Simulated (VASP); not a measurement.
Wanted: the native input for a VASP 6.6.1 run.

| Quantity | Value |
| --- | --- |
| Task | single point |
| Functional | LDA |
| Potentials or basis | VASP PAW LDA potentials, release 64 (Ni) |
| Cutoff | 520 eV |
| k mesh | 11 × 7 × 9 |
| Occupations | fermi-dirac, width 0.05 eV |
| Spin | collinear spin |
| Starting moments | [0.06, 0.06] μB |
| Dipole correction | no |
| Further INCAR settings | ALGO = Normal; EDIFF = 1e-06; NBANDS = 21; ISYM = 0 |

The structure of Ni lies in POSCAR:

```
Ni
1.0
    0.0000000000     -1.7935000000     -1.7935000000
   -3.5870000000     -1.7935000000     -1.7935000000
    0.0000000000      1.7935000000     -1.7935000000
Ni
2
Direct
    0.0000000000      0.0000000000      0.0000000000
    0.0000000000      0.5000000000      0.5000000000
```

One way to write it, as run:

INCAR

```
ALGO = Normal
EDIFF = 1E-6
ENCUT = 520
ISIF = 2
ISMEAR = -1
ISPIN = 2
ISYM = 0
LASPH = T
LCHARG = T
LELF = T
LMAXMIX = 4
LORBIT = 11
LREAL = F
LVHAR = T
LWAVE = F
MAGMOM = 0.06 0.06
NBANDS = 21
NELM = 150
PREC = Accurate
SIGMA = 0.05
```

KPOINTS

```
k-points
0
Gamma
  11 7 9
```

Potentials or basis: VASP PAW LDA potentials, release 64 (Ni).

Run with:

```sh
$ cat potpaw_LDA.64/Ni/POTCAR > POTCAR
$ mpirun -np 1 vasp_std > vasp.out
```

Results of the run:

The pressure is -25.2 GPa, the net moment is 1.19 μB per cell and the site moments are Ni +0.60 μB. The valence electrons inside the program's atomic spheres are Ni 9.22.

Caveat: the cell stands under tension.

Run time: 12 min on 1 thread of Oxide Virtual Turin-like Processor, on a shared host, peak memory 0.29 GiB.
